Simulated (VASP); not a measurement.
# Ti5Si3 (P6_3/mcm) in VASP: single point with LDA

Aim: the single point of Ti5Si3 with LDA.

Everything below comes from runs of VASP 6.6.1. Logs are shortened: lines on timing, memory, paths and dates and some standing lists are left out, and cuts for length are marked.

### 1 The cell of the first run

It takes space group P6_3/mcm (No. 193, hexagonal). The conventional cell has a = 7.346 Å, b = 7.346 Å, c = 5.018 Å, α = 90.00°, β = 90.00°, γ = 120.00°. Ti (site symmetry 32) has 8 Ti at 2.51 to 3.08 Å and 6 Si at 2.59 Å within 3.3 Å. Within 3.3 Å of Ti (site symmetry m2m) lie 5 Si at 2.52 to 2.72 Å and 10 Ti at 3.08 to 3.17 Å. Si (site symmetry m2m) has 9 Ti at 2.52 to 2.72 Å and 2 Si at 2.97 Å within 3.3 Å.

### 2 Single point, LDA

The input, INCAR:

```
PREC = Accurate
ENCUT = 520
EDIFF = 1E-6
ISMEAR = 0
SIGMA = 0.1
LREAL = Auto
LASPH = T
NELM = 80
ALGO = Fast
ISIF = 2
LWAVE = F
LCHARG = F
NBANDS = 86
```

The input, KPOINTS:

```
regular mesh
0
Gamma
  6 6 8
```

The input, POSCAR:

```
Ti5Si3
1.0
    7.3455799388      0.0000000000      0.0000000000
   -3.6727899694      6.3614588326      0.0000000000
    0.0000000000      0.0000000000      5.0175439302
Ti Si
10 6
Direct
    0.3333333333      0.6666666667      0.0000000000
    0.6666666667      0.3333333333      0.5000000000
    0.6666666667      0.3333333333      0.0000000000
    0.3333333333      0.6666666667      0.5000000000
    0.2493130638      0.0000000000      0.2500000000
    0.2493130638      0.2493130638      0.7500000000
    0.0000000000      0.2493130638      0.2500000000
    0.7506869362      0.0000000000      0.7500000000
    0.7506869362      0.7506869362      0.2500000000
    0.0000000000      0.7506869362      0.7500000000
    0.6078725469      0.0000000000      0.2500000000
    0.6078725469      0.6078725469      0.7500000000
    0.0000000000      0.6078725469      0.2500000000
    0.3921274531      0.0000000000      0.7500000000
    0.3921274531      0.3921274531      0.2500000000
    0.0000000000      0.3921274531      0.7500000000
```

Potentials or basis: VASP PAW LDA potentials, release 64 (Ti_sv, Si).

Launch:

```console
$ cat potpaw_LDA.64/Ti_sv/POTCAR potpaw_LDA.64/Si/POTCAR > POTCAR
$ mpirun -np 1 vasp_std > vasp.out
```

OUTCAR:

```text
PREC = Accurate
   ENCUT = 520
   EDIFF = 1E-6
   ISMEAR = 0
   LREAL = Auto
   LASPH = T
   NELM = 80
   ISIF = 2

 ion  position               nearest neighbor table
   1  0.333  0.667  0.000-   4 2.51   4 2.51  13 2.59  14 2.59  16 2.59  11 2.59  12 2.59  15 2.59

   2  0.667  0.333  0.500-   3 2.51   3 2.51  16 2.59  11 2.59  13 2.59  14 2.59  15 2.59  12 2.59

   3  0.667  0.333  0.000-   2 2.51   2 2.51  16 2.59  11 2.59  13 2.59  14 2.59  15 2.59  12 2.59
[... 7 lines left out ...]
   9  0.751  0.751  0.250-  13 2.52  11 2.52  15 2.63  12 2.72  12 2.72
  10  0.000  0.751  0.750-  12 2.52  14 2.52  16 2.63  13 2.72  13 2.72
  11  0.608  0.000  0.250-   7 2.52   9 2.52   2 2.59   3 2.59   1 2.59   4 2.59   5 2.63   8 2.72
                             8 2.72  14 2.97  14 2.97
  12  0.608  0.608  0.750-  10 2.52   8 2.52   1 2.59   4 2.59   3 2.59   2 2.59   6 2.63   9 2.72
                             9 2.72  15 2.97  15 2.97
  13  0.000  0.608  0.250-   9 2.52   5 2.52   1 2.59   4 2.59   3 2.59   2 2.59   7 2.63  10 2.72
                            10 2.72  16 2.97  16 2.97
  14  0.392  0.000  0.750-   6 2.52  10 2.52   1 2.59   4 2.59   3 2.59   2 2.59   8 2.63   5 2.72
                             5 2.72  11 2.97  11 2.97
  15  0.392  0.392  0.250-   7 2.52   5 2.52   2 2.59   3 2.59   1 2.59   4 2.59   9 2.63   6 2.72
                             6 2.72  12 2.97  12 2.97
  16  0.000  0.392  0.750-   6 2.52   8 2.52   2 2.59   3 2.59   1 2.59   4 2.59  10 2.63   7 2.72
                             7 2.72  13 2.97  13 2.97

  LATTYP: Found a hexagonal cell.
 ALAT       =     7.3455799388
 C/A-ratio  =     0.6830698150

  Lattice vectors:

 A1 = (   7.3455799388,   0.0000000000,   0.0000000000)
 A2 = (  -3.6727899694,   6.3614588326,   0.0000000000)
 A3 = (   0.0000000000,   0.0000000000,   5.0175439302)

Analysis of symmetry for initial positions (statically):
=====================================================================
 Subroutine PRICEL returns:
 Original cell was already a primitive cell.

 Routine SETGRP: Setting up the symmetry group for a
 hexagonal supercell.

 Subroutine GETGRP returns: Found 24 space group operations
 (whereof 12 operations were pure point group operations)
 out of a pool of 24 trial point group operations.

The static configuration has the point symmetry D_3d.
 The point group associated with its full space group is D_6h.

Analysis of symmetry for dynamics (positions and initial velocities):
=====================================================================
 Subroutine PRICEL returns:
 Original cell was already a primitive cell.

 Routine SETGRP: Setting up the symmetry group for a
 hexagonal supercell.

 Subroutine GETGRP returns: Found 24 space group operations
[... 145 lines left out ...]
   EMIN   =  10.00;   EMAX   =-10.00  energy-range for DOS
   EFERMI =   0.00;   METHOD = LEGACY
   ISMEAR =     0;   SIGMA  =   0.10  broadening in eV -4-tet -1-fermi 0-gaus
   EFERMI_NEDOS =   21; number of points for ismear=-14 and -15
   IALGO  =     68    algorithm
   IMIX   =      4    mixing-type and parameters
     AMIX     =   0.40;   BMIX     =  1.00
     AMIX_MAG =   1.60;   BMIX_MAG =  1.00
  volume/ion in A,a.u.               =      14.65        98.89
  Fermi-wavevector in a.u.,A,eV,Ry     =   1.391568  2.629682 26.347146  1.936461
  Thomas-Fermi vector in A             =   2.515394
   LORBIT       =      0    0 simple, 1 ext, 2 COOP (PROOUT), +10 PAW based schemes
   GGA     = CA    functional components
   LHFCALC =     F    Hartree Fock is set to
   AEXX    =    0.0000 exact exchange contribution
   IVDW    =     0    specifies the selected vdW correction
   LEPSILON=     F    determine dielectric tensor
   LRPA    =     F    only Hartree local field effects (RPA)
 non-spin polarized calculation
 RMM-DIIS sequential band-by-band and
 Gauss-broadening in eV      SIGMA  =   0.10
  energy-cutoff  :      520.00
  volume of cell :      234.46
 maximum number of plane-waves:      6373
 NGX is ok and might be reduce to    56
   NGX = 27   NGY = 27   NGZ = 19

 number of electron     143.9999993 magnetization

 Free energy of the ion-electron system (eV)
  ---------------------------------------------------
  ext. energy  EPLUGINS =         0.00000000
  ---------------------------------------------------
  free energy    TOTEN  =      -134.65823828 eV

  energy without entropy =     -134.62032917  energy(sigma->0) =     -134.63928372

 E-fermi :   9.5083     XC(G=0): -12.0723

 val. band max:        9.4978464546   @ k =   0.1667   0.1667   0.0000
 cond. band min:       9.5127674937   @ k =   0.3333   0.1667   0.3750
 fundamental gap:      0.0149210391
 Fermi energy:         9.5082598778

 k-point     1 :       0.0000    0.0000    0.0000
  band No.  band energies     occupation
      1     -46.5146      2.00000
      2     -46.4915      2.00000
      3     -46.4915      2.00000
      4     -46.4731      2.00000
      5     -46.4719      2.00000
      6     -46.4719      2.00000
[... 2077 lines left out ...]
     83      10.9912      0.00000
     84      11.1616      0.00000

 [... further k-points ...]

 [bands above 84 left out]

------------------------ aborting loop because EDIFF is reached ----------------------------------------

  FORCE on cell =-STRESS in cart. coord.  units (eV):
  Direction    XX          YY          ZZ          XY          YZ          ZX
  --------------------------------------------------------------------------------------
  -------------------------------------------------------------------------------------
  Total        0.4058489      0.4058489      0.4290506      0.0000000      0.0000000      0.0000000
  in kB        2.7733261      2.7733261      2.9318724      0.0000000      0.0000000      0.0000000
  external PRESSURE =       2.8261749 kB  Pullay stress =       0.0000000 kB

 VOLUME and BASIS-vectors are now :
 -----------------------------------------------------------------------------
  energy-cutoff  :      520.00
  volume of cell :      234.46
      direct lattice vectors                 reciprocal lattice vectors
     7.345579939  0.000000000  0.000000000     0.136136290  0.078598324  0.000000000
    -3.672789969  6.361458833  0.000000000     0.000000000  0.157196647  0.000000000
     0.000000000  0.000000000  5.017543930     0.000000000  0.000000000  0.199300696

 POSITION                                       TOTAL-FORCE (eV/Angst)
 -----------------------------------------------------------------------------------
     -0.00000      4.24097      0.00000         0.000000     -0.000000      0.000000
      3.67279      2.12049      2.50877         0.000000     -0.000000      0.000000
      3.67279      2.12049      0.00000         0.000000     -0.000000      0.000000
     -0.00000      4.24097      2.50877         0.000000     -0.000000      0.000000
      1.83135      0.00000      1.25439        -0.021146     -0.000000      0.000000
      0.91567      1.58599      3.76316        -0.010573     -0.018313      0.000000
[... 8 lines left out ...]
      1.44020      2.49450      1.25439         0.002316      0.004012      0.000000
     -1.44020      2.49450      3.76316        -0.002316      0.004012     -0.000000
 -----------------------------------------------------------------------------------
    total drift:                                0.000000     -0.000000      0.000000

  FREE ENERGIE OF THE ION-ELECTRON SYSTEM (eV)
  ---------------------------------------------------
  free  energy   TOTEN  =      -134.6582382791 eV

  energy  without entropy=     -134.6203291707  energy(sigma->0) =     -134.63928372
```

OSZICAR:

```text
N       E                     dE             d eps       ncg     rms          rms(c)
DAV:   1     0.201435051171E+04    0.20144E+04   -0.68840E+04  6164   0.197E+03
DAV:   2     0.154807629618E+03   -0.18595E+04   -0.18180E+04  6020   0.627E+02
DAV:   3    -0.114179589834E+03   -0.26899E+03   -0.25780E+03  8944   0.204E+02
[... 43 lines left out ...]
RMM:  47    -0.134658234507E+03   -0.14499E-05   -0.17821E-05  7344   0.106E-02    0.682E-04
RMM:  48    -0.134658235767E+03   -0.12592E-05   -0.15175E-05  6725   0.944E-03    0.701E-04
RMM:  49    -0.134658236758E+03   -0.99173E-06   -0.12334E-05  6801   0.885E-03    0.701E-04
RMM:  50    -0.134658237591E+03   -0.83268E-06   -0.10375E-05  6304   0.808E-03    0.781E-04
RMM:  51    -0.134658238279E+03   -0.68807E-06   -0.86756E-06  6251   0.758E-03
   1 F= -.13465824E+03 E0= -.13463928E+03  d E =-.379091E-01
```

stdout:

```text
POSCAR found type information on POSCAR TiSi
 POSCAR found :  2 types and      16 ions
 scaLAPACK will be used
 LDA part: xc-table for (Slater(with rela. corr.)+CA(PZ))
 , standard interpolation
 POSCAR, INCAR and KPOINTS ok, starting setup
 FFT: planning ... GRIDC
 FFT: planning ... GRID_SOFT
 FFT: planning ... GRID
 WAVECAR not read
 entering main loop
WARNING in EDDRMM: call to ZHEGV failed, returncode =   8  4     39
WARNING in EDDRMM: call to ZHEGV failed, returncode =   6  3     11
WARNING in EDDRMM: call to ZHEGV failed, returncode =   8  4     17
WARNING in EDDRMM: call to ZHEGV failed, returncode =   8  4     40
WARNING in EDDRMM: call to ZHEGV failed, returncode =   6  3     25
WARNING in EDDRMM: call to ZHEGV failed, returncode =   8  4     40
WARNING in EDDRMM: call to ZHEGV failed, returncode =   8  4     15
WARNING in EDDRMM: call to ZHEGV failed, returncode =   6  3     38
WARNING in EDDRMM: call to ZHEGV failed, returncode =   8  4     19
WARNING in EDDRMM: call to ZHEGV failed, returncode =   6  3     20
[... 20 lines left out ...]
WARNING in EDDRMM: call to ZHEGV failed, returncode =   8  4     54
WARNING in EDDRMM: call to ZHEGV failed, returncode =   8  4     49
WARNING in EDDRMM: call to ZHEGV failed, returncode =   8  4     50
WARNING in EDDRMM: call to ZHEGV failed, returncode =   6  3     48
WARNING in EDDRMM: call to ZHEGV failed, returncode =   8  4     48
WARNING in EDDRMM: call to ZHEGV failed, returncode =   8  4     41
WARNING in EDDRMM: call to ZHEGV failed, returncode =   8  4     39
WARNING in EDDRMM: call to ZHEGV failed, returncode =   6  3     33
WARNING in EDDRMM: call to ZHEGV failed, returncode =   6  3     81
WARNING in EDDRMM: call to ZHEGV failed, returncode =   8  4     75
```

Run time: 43 min. Hardware: 1 thread of AMD EPYC 9R45 (Zen 5), shared host; peak memory 0.52 GiB.

Results:

- Free energy: -134.6582 eV
- Pressure: 0.3 GPa
- Largest force: 0.021 eV/Å
- Band gap on the k mesh: zero (bands 72 and 73 overlap by 0.66 eV)

Forces on the atoms (eV/Å):
```
Ti   0.000  0.000  0.000
Ti   0.000  0.000  0.000
Ti   0.000  0.000  0.000
Ti   0.000  0.000  0.000
Ti  -0.021  0.000  0.000
Ti  -0.011 -0.018  0.000
Ti   0.011 -0.018  0.000
Ti   0.021  0.000  0.000
Ti   0.011  0.018  0.000
Ti  -0.011  0.018  0.000
Si  -0.005  0.000  0.000
Si  -0.002 -0.004  0.000
Si   0.002 -0.004  0.000
Si   0.005  0.000  0.000
Si   0.002  0.004  0.000
Si  -0.002  0.004  0.000
```
